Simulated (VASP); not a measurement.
# H (P4/mmm) in VASP: further runs

H is run at these levels: PBE; tasks: single point.

Program: VASP 6.6.1. These are calculated values, not measurements. Logs are shortened: lines on timing, memory, paths and dates and some standing lists are left out, and cuts for length are marked.

## Step 1: The cell of the first run

The structure is tetragonal, space group P4/mmm (No. 123). Conventional cell: a = 2.650 Å, b = 2.650 Å, c = 0.980 Å, α = 90.00°, β = 90.00°, γ = 90.00°. H (site symmetry 4/mmm) has 2 H at 0.98 Å within 1.3 Å.

## Step 2: Single point, PBE

INCAR

```
ALGO = Normal ; EDIFF = 1E-6
ENCUT = 520 ; GGA = PE
ISIF = 2 ; ISMEAR = 0
LASPH = True ; LCHARG = False
LREAL = False ; LWAVE = False
NBANDS = 6 ; NELM = 60
PREC = Accurate ; SIGMA = 0.1
```

KPOINTS

```
k-points
0
Gamma
  8 8 22
```

POSCAR

```
H
1.0
    2.6496387389      0.0000000000      0.0000000000
    0.0000000000      2.6496387389      0.0000000000
    0.0000000000      0.0000000000      0.9804929200
H
1
Direct
    0.0000000000      0.0000000000      0.5000000000
```

Potentials or basis: VASP PAW PBE potentials, release 64 (H).

Started as:

```
> cat potpaw_PBE.64/H/POTCAR > POTCAR
> mpirun -np 1 vasp_std > vasp.out
```

OUTCAR:

```text
EDIFF = 1E-6
   ENCUT = 520
   GGA = PE
   ISIF = 2
   ISMEAR = 0
   LASPH = True
   LREAL = False
   NELM = 60
   PREC = Accurate

 ion  position               nearest neighbor table
   1  0.000  0.000  0.500-

  LATTYP: Found a simple tetragonal cell.
 ALAT       =     2.6496387389
 C/A-ratio  =     0.3700477750

  Lattice vectors:

 A1 = (   2.6496387389,   0.0000000000,   0.0000000000)
 A2 = (   0.0000000000,   2.6496387389,   0.0000000000)
 A3 = (   0.0000000000,   0.0000000000,   0.9804929200)

Analysis of symmetry for initial positions (statically):
=====================================================================
 Subroutine PRICEL returns:
 Original cell was already a primitive cell.

 Routine SETGRP: Setting up the symmetry group for a
 simple tetragonal supercell.

 Subroutine GETGRP returns: Found 16 space group operations
 (whereof 16 operations were pure point group operations)
 out of a pool of 16 trial point group operations.

The static configuration has the point symmetry D_4h.

Analysis of symmetry for dynamics (positions and initial velocities):
=====================================================================
 Subroutine PRICEL returns:
 Original cell was already a primitive cell.

 Routine SETGRP: Setting up the symmetry group for a
 simple tetragonal supercell.

 Subroutine GETGRP returns: Found 16 space group operations
 (whereof 16 operations were pure point group operations)
 out of a pool of 16 trial point group operations.

The dynamic configuration has the point symmetry D_4h.

 Subroutine INISYM returns: Found 16 space group operations
 (whereof 16 operations are pure point group operations),
 and found     1 'primitive' translations

----------------------------------------------------------------------------------------

                                     Primitive cell

  volume of cell :       6.8836

  direct lattice vectors                    reciprocal lattice vectors
     2.649638739  0.000000000  0.000000000     0.377409941  0.000000000  0.000000000
     0.000000000  2.649638739  0.000000000     0.000000000  0.377409941  0.000000000
     0.000000000  0.000000000  0.980492920     0.000000000  0.000000000  1.019895177

  length of vectors
     2.649638739  2.649638739  0.980492920     0.377409941  0.377409941  1.019895177

  position of ions in fractional coordinates (direct lattice)
     0.000000000  0.000000000  0.500000000

  ion indices of the primitive-cell ions
   primitive index   ion index
                 1           1

----------------------------------------------------------------------------------------

 KPOINTS: k-points

Automatic generation of k-mesh.
 Grid dimensions read from file:
 generate k-points for:    8    8   22

 Generating k-lattice:

  Cartesian coordinates                     Fractional coordinates (reciprocal lattice)
     0.047176243  0.000000000  0.000000000     0.125000000  0.000000000  0.000000000
     0.000000000  0.047176243  0.000000000     0.000000000  0.125000000  0.000000000
     0.000000000  0.000000000  0.046358872     0.000000000  0.000000000  0.045454545

  Length of vectors
     0.047176243  0.047176243  0.046358872

  Shift w.r.t. Gamma in fractional coordinates (k-lattice)
     0.000000000  0.000000000  0.000000000

 Subroutine IBZKPT returns following result:
 ===========================================

 Found    180 irreducible k-points:

 Following reciprocal coordinates:
            Coordinates               Weight
  0.000000  0.000000  0.000000      1.000000
  0.125000  0.000000  0.000000      4.000000
  0.250000  0.000000  0.000000      4.000000
  0.375000  0.000000  0.000000      4.000000
  0.500000  0.000000  0.000000      2.000000
  0.125000  0.125000  0.000000      4.000000
[... 16 lines left out ...]
  0.375000  0.125000  0.045455     16.000000
  0.500000  0.125000  0.045455      8.000000
 [... further k-points ...]
   k-points           NKPTS =    180   k-points in BZ     NKDIM =    180   number of bands    NBANDS=      6
   number of dos      NEDOS =    301   number of ions     NIONS =      1
   total plane-waves  NPLWV =   3200
   dimension x,y,z NGX =    20 NGY =   20 NGZ =    8
   dimension x,y,z NGXF=    40 NGYF=   40 NGZF=   16
   ions per type =               1
   NGX,Y,Z   is equivalent  to a cutoff of  12.55, 12.55, 13.56 a.u.
   NGXF,Y,Z  is equivalent  to a cutoff of  25.10, 25.10, 27.13 a.u.
 SYSTEM =  unknown system
   PREC   = accura    normal or accurate (medium, high low for compatibility)
   ISTART =      0    job   : 0-new  1-cont  2-samecut
   ICHARG =      2    charge: 1-file 2-atom 10-const
   ISPIN  =      1    spin polarized calculation?
   LNONCOLLINEAR =      F non collinear calculations
   LSORBIT =      F    spin-orbit coupling
   LASPH  =      T    aspherical Exc in radial PAW
   ENCUT  =  520.0 eV  38.22 Ry    6.18 a.u.   4.93  4.93  1.82*2*pi/ulx,y,z
   NELM   =     60;   NELMIN=  2; NELMDL= -5     # of ELM steps
   EDIFF  = 0.1E-05   stopping-criterion for ELM
   LREAL  =      F    real-space projection
   EDIFFG = 0.1E-04   stopping-criterion for IOM
   NSW    =      0    number of steps for IOM
   IBRION =     -1    ionic relax: 0-MD 1-quasi-New 2-CG
   NFREE  =      0    steps in history (QN), initial steepest desc. (CG)
   ISIF   =      2    stress and relaxation
   ISYM   =      2    0-nonsym 1-usesym 2-fastsym
   POTIM  = 0.5000    time-step for ionic-motion
   TEBEG  =    0.0;   TEEND  =   0.0 temperature during run
   PSTRESS=    0.0 pullay stress
   NELECT =       1.0000    total number of electrons
   NUPDOWN=      -1.0000    fix difference up-down
   EMIN   =  10.00;   EMAX   =-10.00  energy-range for DOS
   EFERMI =   0.00;   METHOD = LEGACY
   ISMEAR =     0;   SIGMA  =   0.10  broadening in eV -4-tet -1-fermi 0-gaus
   EFERMI_NEDOS =   21; number of points for ismear=-14 and -15
   IALGO  =     38    algorithm
   IMIX   =      4    mixing-type and parameters
     AMIX     =   0.40;   BMIX     =  1.00
     AMIX_MAG =   1.60;   BMIX_MAG =  1.00
  volume/ion in A,a.u.               =       6.88        46.45
  Fermi-wavevector in a.u.,A,eV,Ry     =   0.860602  1.626302 10.076956  0.740635
  Thomas-Fermi vector in A             =   1.978131
   LORBIT       =      0    0 simple, 1 ext, 2 COOP (PROOUT), +10 PAW based schemes
   GGA     = PE    functional components
   LHFCALC =     F    Hartree Fock is set to
   AEXX    =    0.0000 exact exchange contribution
   IVDW    =     0    specifies the selected vdW correction
   LEPSILON=     F    determine dielectric tensor
   LRPA    =     F    only Hartree local field effects (RPA)
 non-spin polarized calculation
 Gauss-broadening in eV      SIGMA  =   0.10
  energy-cutoff  :      520.00
  volume of cell :        6.88
 maximum number of plane-waves:       200
 NGX is ok and might be reduce to    20
   NGX =  9   NGY =  9   NGZ =  3

 number of electron       0.9999999 magnetization

 Free energy of the ion-electron system (eV)
  ---------------------------------------------------
  ext. energy  EPLUGINS =         0.00000000
  ---------------------------------------------------
  free energy    TOTEN  =        -3.02473897 eV

  energy without entropy =       -3.02473897  energy(sigma->0) =       -3.02473897

 E-fermi :  -1.4035     XC(G=0):  -6.8008

 val. band max:       -1.9346145368   @ k =   0.5000   0.5000   0.2273
 cond. band min:      -0.9801220627   @ k =   0.0000   0.0000   0.2727
 fundamental gap:      0.9544924742
 Fermi energy:        -1.4034842461

 k-point     1 :       0.0000    0.0000    0.0000
  band No.  band energies     occupation
      1     -12.4831      2.00000
      2       8.3989      0.00000
      3      14.2098      0.00000
      4      14.2098      0.00000
      5      17.2621      0.00000
      6      35.0563      0.00000

 k-point     2 :       0.1250    0.0000    0.0000
  band No.  band energies     occupation
      1     -12.3073      2.00000
      2       6.9510      0.00000
      3      13.5214      0.00000
      4      14.4962      0.00000
      5      20.4580      0.00000
      6      30.9376      0.00000

 k-point     3 :       0.2500    0.0000    0.0000
  band No.  band energies     occupation
      1     -11.8416      2.00000
      2       4.2445      0.00000
      3      13.7830      0.00000
      4      15.3194      0.00000
      5      26.0419      0.00000
      6      27.0456      0.00000

 k-point     4 :       0.3750    0.0000    0.0000
  band No.  band energies     occupation
      1     -11.3003      2.00000
      2       2.0879      0.00000
      3      14.5852      0.00000
      4      16.4847      0.00000
      5      24.0950      0.00000
      6      24.4792      0.00000

 k-point     5 :       0.5000    0.0000    0.0000
  band No.  band energies     occupation
      1     -11.0463      2.00000
      2       1.2691      0.00000
      3      15.0609      0.00000
      4      17.2041      0.00000
      5      22.9388      0.00000
      6      23.0970      0.00000
[... 136 lines left out ...]
 k-point    21 :       0.1250    0.1250    0.0455
  band No.  band energies     occupation
      1     -11.8135      2.00000
      2       6.7232      0.00000
      3      11.2203      0.00000
      4      17.9415      0.00000
      5      22.1787      0.00000
      6      26.8145      0.00000

 k-point    22 :       0.2500    0.1250    0.0455
  band No.  band energies     occupation
      1     -11.3561      2.00000
      2       4.7139      0.00000
      3      10.6292      0.00000
      4      19.7774      0.00000
      5      22.7901      0.00000
      6      26.9452      0.00000

 k-point    23 :       0.3750    0.1250    0.0455
  band No.  band energies     occupation
      1     -10.8268      2.00000
      2       2.6995      0.00000
      3      11.3654      0.00000
      4      19.6053      0.00000
      5      21.1921      0.00000
      6      30.2138      0.00000

 k-point    24 :       0.5000    0.1250    0.0455
  band No.  band energies     occupation
      1     -10.5792      2.00000
      2       1.9084      0.00000
      3      11.9179      0.00000
      4      18.3834      0.00000
      5      21.7725      0.00000
      6      28.9659      0.00000

 [... further k-points ...]
[... 5 lines left out ...]
  --------------------------------------------------------------------------------------
  -------------------------------------------------------------------------------------
  Total        0.1010234      0.1010234     -0.0114876      0.0000000      0.0000000     -0.0000000
  in kB       23.5133599     23.5133599     -2.6737664      0.0000000      0.0000000     -0.0000000
  external PRESSURE =      14.7843178 kB  Pullay stress =       0.0000000 kB

 VOLUME and BASIS-vectors are now :
 -----------------------------------------------------------------------------
  energy-cutoff  :      520.00
  volume of cell :        6.88
      direct lattice vectors                 reciprocal lattice vectors
     2.649638739  0.000000000  0.000000000     0.377409941  0.000000000  0.000000000
     0.000000000  2.649638739  0.000000000     0.000000000  0.377409941  0.000000000
     0.000000000  0.000000000  0.980492920     0.000000000  0.000000000  1.019895177

 POSITION                                       TOTAL-FORCE (eV/Angst)
 -----------------------------------------------------------------------------------
      0.00000      0.00000      0.49025         0.000000      0.000000      0.000000
 -----------------------------------------------------------------------------------
    total drift:                               -0.000000     -0.000000      0.000000

  FREE ENERGIE OF THE ION-ELECTRON SYSTEM (eV)
  ---------------------------------------------------
  free  energy   TOTEN  =        -3.0247389687 eV

  energy  without entropy=       -3.0247389687  energy(sigma->0) =       -3.02473897
```

Run time: 2.8 s. Hardware: 1 thread of AMD EPYC 9R45 (Zen 5), shared host; peak memory 0.08 GiB.

What came out:

| Property | Result |
| --- | --- |
| Free energy | -3.0247 eV |
| Pressure | 1.5 GPa |

Stress tensor (GPa, compression positive):
```
 2.35  0.00  0.00
 0.00  2.35  0.00
 0.00  0.00 -0.27
```

Levels at points of the mesh, in eV from the Fermi level:
```csv
k point,band 1,band 2,band 3
"(0.00, 0.00, 0.00)",-11.08,9.80,15.61
"(0.50, 0.00, 0.00)",-9.64,2.67,16.46
"(0.50, 0.50, 0.00)",-8.49,6.48,6.48
"(0.00, 0.00, 0.50)",23.97,31.42,46.85
"(0.50, 0.00, 0.50)",24.83,33.73,41.62
"(0.50, 0.50, 0.50)",25.53,35.64,45.34
```

## Step 3: Single point, PBE

This run uses another cell than the first one, of 8.47 Å³/atom, 1.230 times its volume.

INCAR

```
  ALGO = Normal
  EDIFF = 1E-7
  ENCUT = 520
  GGA = PE
  ISIF = 2
  ISMEAR = 0
  LASPH = T
  LCHARG = F
  LREAL = F
  LWAVE = F
  NBANDS = 6
  NELM = 80
  PREC = Accurate
  SIGMA = 0.1
```

KPOINTS is that of step 2.

POSCAR

```
H
1.0
    2.8389322946      0.0000000000      0.0000000000
    0.0000000000      2.8389322946      0.0000000000
    0.0000000000      0.0000000000      1.0505405791
H
1
Direct
    0.0000000000      0.0000000000      0.5000000000
```

Potentials or basis: VASP PAW PBE potentials, release 64 (H).

Started as:

```
> cat potpaw_PBE.64/H/POTCAR > POTCAR
> mpirun -np 1 vasp_std > vasp.out
```

Run time: 3.6 s. Hardware: 1 thread of AMD EPYC 9R45 (Zen 5), shared host; peak memory 0.08 GiB.

It converged, with:

- Free energy: -3.0069 eV
- Pressure: -4.6 GPa

Stress tensor (GPa, compression positive):
```
  1.12   0.00   0.00
  0.00   1.12   0.00
  0.00   0.00 -16.16
```

Levels at points of the mesh, in eV from the Fermi level:
```csv
k point,band 1,band 2,band 3,band 4
"(0.00, 0.00, 0.00)",-9.46,9.18,14.46,14.46
"(0.50, 0.00, 0.00)",-8.36,3.35,15.08,16.98
"(0.50, 0.50, 0.00)",-7.48,6.61,6.61,9.82
"(0.00, 0.00, 0.50)",20.51,28.04,41.44,45.95
"(0.50, 0.00, 0.50)",21.13,29.92,37.26,37.59
"(0.50, 0.50, 0.50)",21.64,31.48,40.43,40.43
```

## Step 4: Single point, PBE

INCAR

```
  PREC = Accurate
  ENCUT = 520
  EDIFF = 1E-7
  ISMEAR = 0
  SIGMA = 0.1
  LREAL = False
  LASPH = True
  NELM = 60
  ALGO = Normal
  ISIF = 2
  LWAVE = False
  LCHARG = False
  GGA = PE
  ISYM = 0
  NBANDS = 6
```

KPOINTS

```
Automatic mesh
0
Gamma
  8 8 22
```

POSCAR

```
H
1.0
    2.6496387389      0.0000000000      0.0000000000
    0.0000000000      2.6496387389      0.0000000000
    0.0000000000      0.0000000000      0.9804929200
H
1
Direct
    0.3620000000      0.1680000000      1.0700000000
```

Started as:

```
> cat potpaw_PBE.64/H/POTCAR > POTCAR
> mpirun -np 1 vasp_std > vasp.out
```

Run time: 9.1 s. Hardware: 1 thread of AMD EPYC 9R45 (Zen 5), shared host; peak memory 0.09 GiB.

The run converged. Its results:

```
Free energy : -3.0247 eV
Pressure    : 1.5 GPa
```

Stress tensor (GPa, compression positive):
```
 2.35  0.00  0.00
 0.00  2.35  0.00
 0.00  0.00 -0.27
```

Levels at points of the mesh, in eV from the Fermi level:
```csv
k point,band 1,band 2,band 3,band 4,band 5
"(0.00, 0.00, 0.00)",-11.08,9.80,15.61,15.61,18.67
"(0.50, 0.00, 0.00)",-9.64,2.67,16.46,18.61,24.34
"(0.00, 0.50, 0.00)",-9.64,2.67,16.46,18.61,24.34
"(0.50, 0.50, 0.00)",-8.49,6.48,6.48,9.99,38.42
"(0.00, 0.00, 0.50)",23.97,31.42,46.85,51.86,54.30
"(0.50, 0.00, 0.50)",24.83,33.73,41.62,41.96,53.97
"(0.00, 0.50, 0.50)",24.83,33.73,41.62,41.96,53.97
"(0.50, 0.50, 0.50)",25.53,35.64,45.34,45.34,45.85
```
